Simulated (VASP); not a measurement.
A run of VASP 6.6.1:

Contents of POSCAR:

```
Si16O
1.0
    0.0000000000      5.4300000000      5.4300000000
    5.4300000000      0.0000000000      5.4300000000
    5.4300000000      5.4300000000      0.0000000000
Si O
16 1
Direct
   -0.0044011050      0.0067918969     -0.0019677716
    0.1207867403      0.1306467772      0.1201707182
    0.0508820442     -0.0167674954      0.4848603131
    0.1255374770      0.1340183241      0.6270720994
    0.0043884899      0.5029719153      0.0059625230
    0.1313515654      0.6316184162      0.1245611418
   -0.0017538674      0.4968514733      0.4957676796
    0.1040423573      0.6045226519      0.6424014733
    0.4973023020     -0.0032838858      0.0035531308
    0.6205043278      0.1203551565      0.1314354512
    0.5032910681      0.0030511050      0.5057905157
    0.6292290976      0.1282848987      0.6333725599
    0.5066183241      0.4952418969     -0.0019951197
    0.6317968692      0.6204200737      0.1189136280
    0.4849767956      0.5504629834      0.4839657459
    0.6347870166      0.6252376611      0.6267490792
    0.3062543278      0.8089220994      0.4685303867
```

File INCAR.step1:

```
SYSTEM = Si16O
PREC = Accurate
ENCUT = 520
ISMEAR = 0
SIGMA = 0.05
LREAL = Auto
LASPH = .True.
NELM = 150
ISPIN = 2
MAGMOM = 0 0 0 0 0 0 0 0 0 0 0 0 0 0 0 0 0
NBANDS = 53
GGA = PE
ALGO = Normal
EDIFF = 1E-4
LWAVE = .True.
LCHARG = .False.
```

The input INCAR.step2:

```
SYSTEM = Si16O
PREC = Accurate
ENCUT = 520
EDIFF = 1E-7
ISMEAR = 0
SIGMA = 0.05
LREAL = Auto
LASPH = .True.
NELM = 150
ALGO = Normal
ISIF = 2
LWAVE = .False.
LCHARG = .False.
ISPIN = 2
MAGMOM = 0 0 0 0 0 0 0 0 0 0 0 0 0 0 0 0 0
LORBIT = 11
METAGGA = R2SCAN
LMIXTAU = .True.
IVDW = 12
VDW_S6 = 1.0
VDW_S8 = 0.78981345
VDW_A1 = 0.49484001
VDW_A2 = 5.73083694
NBANDS = 53
ISTART = 1
```

KPOINTS

```
Automatic mesh
0
Gamma
  2 2 2
  0 0 0
```

Potentials or basis: VASP PAW PBE potentials, release 64 (Si, O).

Command:

```bash
$ cat potpaw_PBE.64/Si/POTCAR potpaw_PBE.64/O/POTCAR > POTCAR
$ cp INCAR.step1 INCAR
$ mpirun -np 1 vasp_std > vasp.out
$ cp INCAR.step2 INCAR
$ mpirun -np 1 vasp_std > vasp.out
```

Hardware: 1 thread of Intel Xeon 8259CL (shared host).

Problem. How long does it take, and how much memory?

Solution. Wall time 29 min on 1 thread of Intel Xeon 8259CL (shared host), peak memory 0.86 GiB. Counts: k points 8.
